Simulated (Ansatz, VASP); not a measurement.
## LiH in VASP and in Ansatz

```xyz
2
Lattice="0.0000 1.9512 2.1138 1.9512 0.0000 2.1138 1.9512 1.9512 0.0000" Properties=species:S:1:pos:R:3 pbc="T T T"
Li    0.0000    0.0000    0.0000
H     1.9512    1.9512    2.1138
```

Change from the starting cell: strain -0.040 along x and y, +0.040 along z, atoms carried along.

Alike in both runs: task single point; functional LDA; k mesh 10 × 10 × 10; occupations gaussian, width 0.05 eV; no spin polarisation.

|  | VASP | Ansatz |
| --- | --- | --- |
| version | VASP 6.6.1 | Ansatz 0.2.0 |
| potentials or method | VASP PAW LDA potentials, release 64 (Li_sv, H), cutoff 520 eV | scalar-relativistic, plane waves, PAW |
| valence electrons in the cell | 4 | 4 |

|  | VASP | Ansatz | Ansatz less VASP |
| --- | --- | --- | --- |
| gap on the k mesh at the Fermi level (eV) | 1.73 | 1.74 | +0.008 |
| least direct gap on the mesh (eV) | 2.38 | 2.39 | +0.010 |

LDA's correlation is that of Perdew and Zunger in VASP and of Perdew and Wang (1992) in Ansatz.

Noted on VASP's run: the cutoff is short for stress, so the pressure is rough.
